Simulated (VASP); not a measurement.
Here is a VASP 6.6.1 calculation.

INCAR

```
ALGO = Normal ; EDIFF = 1E-6
EDIFFG = -0.04 ; ENCUT = 600
GGA = PE ; IBRION = 2
ISIF = 3 ; ISMEAR = 0
LASPH = True ; LCHARG = False
LREAL = False ; LWAVE = False
NELM = 100 ; NSW = 90
PREC = Accurate ; SIGMA = 0.1
```

Contents of KPOINTS:

```
k-points
0
Gamma
  6 6 6
```

The input POSCAR:

```
B3Ir
1.0
    3.2870201400      0.0000000000      0.0000000000
    0.0000000000      3.2870201400      0.0000000000
    0.0000000000      0.0000000000      3.2532340700
B Ir
3 1
Direct
    0.0000000000      0.5000000000      0.5000000000
    0.5000000000      0.0000000000      0.5000000000
    0.5000000000      0.5000000000      0.0000000000
    0.0000000000      0.0000000000      0.0000000000
```

Potentials or basis: VASP PAW PBE potentials, release 64 (B, Ir).

Run with:

```bash
$ cat potpaw_PBE.64/B/POTCAR potpaw_PBE.64/Ir/POTCAR > POTCAR
$ mpirun -np 1 vasp_std > vasp.out
```

Estimate the band gap on the k mesh.

zero (band 9 reaches 10.28 eV, above the bottom of band 10 at 9.58 eV).

Predict the space group after relaxing (to 0.05 Å).

Pm-3m (No. 221).

Predict the relaxed volume.

8.52 Å³/atom.

The path:
```
step  energy change (eV)  largest force (eV/Å)  pressure (GPa)  volume (Å³)
   1              0.0000                0.0000           -8.41        35.15
   2              0.0137                0.0000           11.42        32.85
   3             -0.0287                0.0000           -0.05        34.09
```

Caveat: spin-orbit coupling is left out, which moves the levels of the heavy elements.
